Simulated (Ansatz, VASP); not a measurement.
**TiB2N3 in VASP and in Ansatz**

Contents of INCAR:

```
SYSTEM = TiB2N3
PREC = Accurate
ENCUT = 600
EDIFF = 1E-7
ISMEAR = 0
SIGMA = 0.1
LREAL = .False.
LASPH = .True.
NELM = 100
ALGO = Normal
ISIF = 3
LWAVE = .False.
LCHARG = .False.
GGA = PE
IBRION = 2
NSW = 100
EDIFFG = -0.01
LUSENCCL = .False.
```

KPOINTS

```
Automatic mesh
0
Gamma
  12 12 12
  0 0 0
```

File POSCAR:

```
TiB2N3
1.0
    2.4434272735      1.4107133941      3.3394457110
   -2.4434272735      1.4107133941      3.3394457110
    0.0000000000     -2.8214267882      3.3394457110
Ti B N
1 2 3
Direct
    0.0000000000      0.0000000000      0.0000000000
    0.7966641239      0.7966641239      0.7966641239
    0.2033358761      0.2033358761      0.2033358761
    0.5000000000      0.0000000000      0.0000000000
    0.0000000000      0.5000000000      0.0000000000
    0.0000000000      0.0000000000      0.5000000000
```

Input for Ansatz:

```yaml
crystal:
  lattice:
    - [2.4434272735, 1.4107133941, 3.339445711]
    - [-2.4434272735, 1.4107133941, 3.339445711]
    - [0.0, -2.8214267882, 3.339445711]
  atoms:
    - { symbol: Ti, position: [0.0, 0.0, 0.0] }
    - { symbol: B, position: [0.7966641239, 0.7966641239, 0.7966641239] }
    - { symbol: B, position: [0.2033358761, 0.2033358761, 0.2033358761] }
    - { symbol: "N", position: [0.5, 0.0, 0.0] }
    - { symbol: "N", position: [0.0, 0.5, 0.0] }
    - { symbol: "N", position: [0.0, 0.0, 0.5] }
basis:
  ecutwfc: 420
kpoints:
  mp_grid: { grid: [12, 12, 12] }
hamiltonian:
  xc: pbe
scf:
  occupations: { method: gaussian, width: 0.1 }
output:
  forces: true
  stress: true
  eigenvalues: true
  write_density: true
  write_potential: true
  elf: true
  volumetric_format: npy
relax:
  adjacent_minimum: "off"
  f_tol: 0.01
  max_steps: 80
  cell: { stress_tol: 0.05 }
```

Change from the starting cell: species swapped into the Ce2AlFe3 type (R-3m, No. 166).

Alike in both runs: task relaxation of cell and atoms; functional PBE; k mesh 12 × 12 × 12; occupations gaussian, width 0.1 eV; no spin polarisation.

|  | VASP | Ansatz |
| --- | --- | --- |
| version | VASP 6.6.1 | Ansatz 0.2.0 |
| potentials or method | VASP PAW PBE potentials, release 64 (Ti_sv, B, N), cutoff 600 eV | scalar-relativistic, plane waves, PAW |
| valence electrons in the cell | 33 | 33 |

```csv
,VASP,Ansatz,Ansatz less VASP
"gap on the k mesh at the Fermi level, each at its own relaxed structure (eV)",none,none,-
relaxed volume (Å³/atom),11.51,11.51,-0.004
relaxed length of the cell vector where the two differ most in proportion (Å),4.372,4.371,-0.0009
```

A gap of «none» marks a metal or a gap that the smearing closes.
